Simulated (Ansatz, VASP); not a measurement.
**KF in VASP and in Ansatz**

The input INCAR:

```
ALGO = Normal ; EDIFF = 1E-6
ENCUT = 520 ; GGA = PS
ISIF = 2 ; ISMEAR = 0
LASPH = T ; LCHARG = F
LREAL = F ; LWAVE = F
NBANDS = 15 ; NELM = 80
PREC = Accurate ; SIGMA = 0.05
```

KPOINTS

```
k-points
0
Gamma
  8 8 8
```

The input POSCAR:

```
KF
1.0
    3.3487292855     -0.5151891209     -0.5151891209
   -0.5151891209      3.3487292855     -0.5151891209
   -0.5151891209     -0.5151891209      3.3487292855
K F
1 1
Direct
    0.0000000000      0.0000000000      0.0000000000
    0.5000000000      0.5000000000      0.5000000000
```

Input for Ansatz:

```yaml
crystal:
  lattice:
    - [3.3487292855, -0.5151891209, -0.5151891209]
    - [-0.5151891209, 3.3487292855, -0.5151891209]
    - [-0.5151891209, -0.5151891209, 3.3487292855]
  atoms:
    - { symbol: K, position: [0.0, 0.0, 0.0] }
    - { symbol: F, position: [0.5, 0.5, 0.5] }
basis:
  ecutwfc: 420
kpoints:
  mp_grid: { grid: [8, 8, 8] }
hamiltonian:
  xc: pbesol
scf:
  occupations: { method: gaussian, width: 0.05 }
output:
  forces: true
  stress: true
  eigenvalues: true
```

Alike in both runs: task single point; functional PBEsol; k mesh 8 × 8 × 8; occupations gaussian, width 0.05 eV; no spin polarisation.

|  | VASP | Ansatz |
| --- | --- | --- |
| version | VASP 6.6.1 | Ansatz 0.2.0 |
| potentials or method | VASP PAW PBE potentials, release 64 (K_sv, F), cutoff 520 eV | scalar-relativistic, plane waves, PAW |
| valence electrons in the cell | 16 | 16 |

|  | VASP | Ansatz | Ansatz less VASP |
| --- | --- | --- | --- |
| gap on the k mesh at the Fermi level (eV) | 3.47 | 3.51 | +0.043 |
| least direct gap on the mesh (eV) | 3.47 | 3.51 | +0.043 |
| pressure (GPa) | 27.5 | 26.2 | -1.29 |
| traceless stress, the component that is largest in VASP (GPa) | 28.87 | 27.48 | -1.396 |

VASP's potentials were made for PBE, not for PBEsol.
